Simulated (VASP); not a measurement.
Pt: single point with PBE

Crystal: Pt.

```
Pt
1.0
    -0.29774    1.89564    1.89564
     1.89564   -0.29774    1.89564
     1.89564    1.89564   -0.29774
Pt
1
Direct
  0.00000 0.00000 0.00000
```

- Program: VASP 6.6.1
- Task: single point
- Functional: PBE
- Potentials or basis: VASP PAW PBE potentials, release 64 (Pt)
- Cutoff: 520 eV
- k mesh: 20 × 20 × 20
- Occupations: gaussian, width 0.15 eV
- Spin: no spin polarisation
- Dipole correction: no
- Further INCAR settings: ALGO = Fast; EDIFF = 1e-07; NBANDS = 11

```yaml
Pressure: -5.5 GPa
Band_gap_on_the_k_mesh: zero (bands 5 and 6 overlap by 3.03 eV)
```

Stress tensor (GPa, compression positive):
```
-5.47  6.37  6.37
 6.37 -5.47  6.37
 6.37  6.37 -5.47
```

Levels at points of the mesh, in eV from the Fermi level:
| k point | band 2 | band 3 | band 4 | band 5 | band 6 | band 7 | band 8 | band 9 |
| --- | --- | --- | --- | --- | --- | --- | --- | --- |
| (0.00, 0.00, 0.00) | -4.30 | -4.30 | -1.30 | -0.68 | -0.68 | 14.65 | 17.55 | 17.55 |
| (0.50, 0.00, 0.00) | -4.35 | -1.34 | -0.74 | -0.31 | 0.03 | 4.88 | 15.38 | 17.58 |
| (0.50, 0.50, 0.00) | -5.51 | -0.33 | 0.02 | 1.27 | 2.43 | 8.51 | 8.73 | 14.39 |
| (0.50, 0.50, 0.50) | -3.59 | -3.59 | 0.99 | 0.99 | 2.40 | 8.71 | 12.90 | 15.34 |

Wall time 2.1 min on 1 thread of Intel Xeon 8259CL, with other jobs on the host, peak memory 0.25 GiB.

Caveat: the cell stands under tension; spin-orbit coupling is left out, which moves the levels of the heavy elements.
